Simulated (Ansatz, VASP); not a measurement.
TiAl3 in VASP and in Ansatz

Contents of INCAR:

```
PREC = Accurate
ENCUT = 520
EDIFF = 1E-6
ISMEAR = 0
SIGMA = 0.15
LREAL = False
LASPH = True
NELM = 60
ALGO = Fast
ISIF = 2
LWAVE = False
LCHARG = False
GGA = PS
NBANDS = 18
```

File KPOINTS:

```
Automatic mesh
0
Gamma
  14 14 14
```

File POSCAR:

```
TiAl3
1.0
   -1.8408058993      1.8408058993      4.5759266148
    1.8408058993     -1.8408058993      4.5759266148
    1.8408058993      1.8408058993     -4.5759266148
Ti Al
1 3
Direct
    0.0000000000      0.0000000000      0.0000000000
    0.5000000000      0.5000000000      0.0000000000
    0.7500000000      0.2302628566      0.4802628566
    0.2500000000      0.7697371434      0.5197371434
```

Input for Ansatz:

```yaml
crystal:
  lattice:
    - [-1.8408058993, 1.8408058993, 4.5759266148]
    - [1.8408058993, -1.8408058993, 4.5759266148]
    - [1.8408058993, 1.8408058993, -4.5759266148]
  atoms:
    - { symbol: Ti, position: [0.0, 0.0, 0.0] }
    - { symbol: Al, position: [0.5, 0.5, 0.0] }
    - { symbol: Al, position: [0.75, 0.2302628566, 0.4802628566] }
    - { symbol: Al, position: [0.25, 0.7697371434, 0.5197371434] }
basis:
  ecutwfc: 520.0
kpoints:
  mp_grid: { grid: [14, 14, 14] }
hamiltonian:
  xc: pbesol
  pseudopotentials: { kind: paw, azcp: { folder: soft_1 } }
scf:
  occupations: { method: gaussian, width: 0.15 }
output:
  forces: true
  stress: true
  eigenvalues: true
```

Change from the starting cell: mode 9 frozen in at -0.075 Å, strain +e along z and -e/2 along x and y +0.0700.

Alike in both runs: task single point; functional PBEsol; k mesh 14 × 14 × 14; occupations gaussian, width 0.15 eV; no spin polarisation.

|  | VASP | Ansatz |
| --- | --- | --- |
| version | VASP 6.6.1 | Ansatz 0.2.0 |
| potentials or method | VASP PAW PBE potentials, release 64 (Ti_sv, Al), cutoff 520 eV | scalar-relativistic, plane waves, PAW |
| valence electrons in the cell | 21 | 21 |

Ansatz gave:

```
gap on the k mesh at the Fermi level (eV)                     : none
pressure (GPa)                                                : 2.4
traceless stress, the component that is largest in VASP (GPa) : -14.51
rms of the force components (eV/Å)                            : 0.463
```

Estimate VASP's values.

gap on the k mesh at the Fermi level (eV): none; pressure (GPa): 2.5; traceless stress, the component that is largest in VASP (GPa): -14.55; rms of the force components (eV/Å): 0.466.

VASP's potentials were made for PBE, not for PBEsol, and Ansatz warns of the same on its side. Atom by atom the forces differ by 0.003 eV/Å (rms over components). A gap of «none» marks a metal or a gap that the smearing closes.
